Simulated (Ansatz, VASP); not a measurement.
## Two plane-wave programs on LiCl

The input INCAR:

```
PREC     = Accurate       # precision mode
ENCUT    = 520            # plane-wave cutoff, eV
EDIFF    = 1E-7           # SCF threshold, eV
ISMEAR   = 0              # smearing method
SIGMA    = 0.02           # smearing width, eV
LREAL    = F              # projectors in reciprocal space
LASPH    = T              # aspherical terms in the spheres
NELM     = 100            # most SCF steps
ALGO     = Normal         # electronic algorithm
ISIF     = 2              # what is computed and relaxed
LWAVE    = F              # write WAVECAR
LCHARG   = F              # write CHGCAR
GGA      = PE             # functional
NBANDS   = 12             # bands
```

The input KPOINTS:

```
regular mesh
0
Gamma
  8 8 8
```

Contents of POSCAR:

```
LiCl
1.0
    0.0000000000      2.8119146033      2.8119146033
    2.8119146033      0.0000000000      2.8119146033
    2.8119146033      2.8119146033      0.0000000000
Li Cl
1 1
Direct
    0.0000000000      0.0000000000      0.0000000000
    0.2500000000      0.2500000000      0.2500000000
```

Input for Ansatz:

```yaml
crystal:
  lattice:
    - [0.0, 2.8119146033, 2.8119146033]
    - [2.8119146033, 0.0, 2.8119146033]
    - [2.8119146033, 2.8119146033, 0.0]
  atoms:
    - { symbol: Li, position: [0.0, 0.0, 0.0] }
    - { symbol: Cl, position: [0.25, 0.25, 0.25] }
basis:
  ecutwfc: 420
kpoints:
  mp_grid: { grid: [8, 8, 8] }
hamiltonian:
  xc: pbe
scf:
  occupations: { method: gaussian, width: 0.02 }
output:
  forces: true
  stress: true
  eigenvalues: true
```

Alike in both runs: task single point; functional PBE; k mesh 8 × 8 × 8; occupations gaussian, width 0.02 eV; no spin polarisation.

|  | VASP | Ansatz |
| --- | --- | --- |
| version | VASP 6.6.1 | Ansatz 0.2.0 |
| potentials or method | VASP PAW PBE potentials, release 64 (Li_sv, Cl), cutoff 520 eV | scalar-relativistic, plane waves, PAW |
| valence electrons in the cell | 10 | 10 |

VASP gave:

| Quantity | Value |
| --- | --- |
| gap on the k mesh at the Fermi level (eV) | 5.77 |
| least direct gap on the mesh (eV) | 5.77 |

What did Ansatz give for the same quantities?

gap on the k mesh at the Fermi level (eV): 5.76; least direct gap on the mesh (eV): 5.76.

The functional is the same, so the differences come from potentials, cutoffs and numerics.

Noted on VASP's run: the cutoff is short for stress, so the pressure is rough.
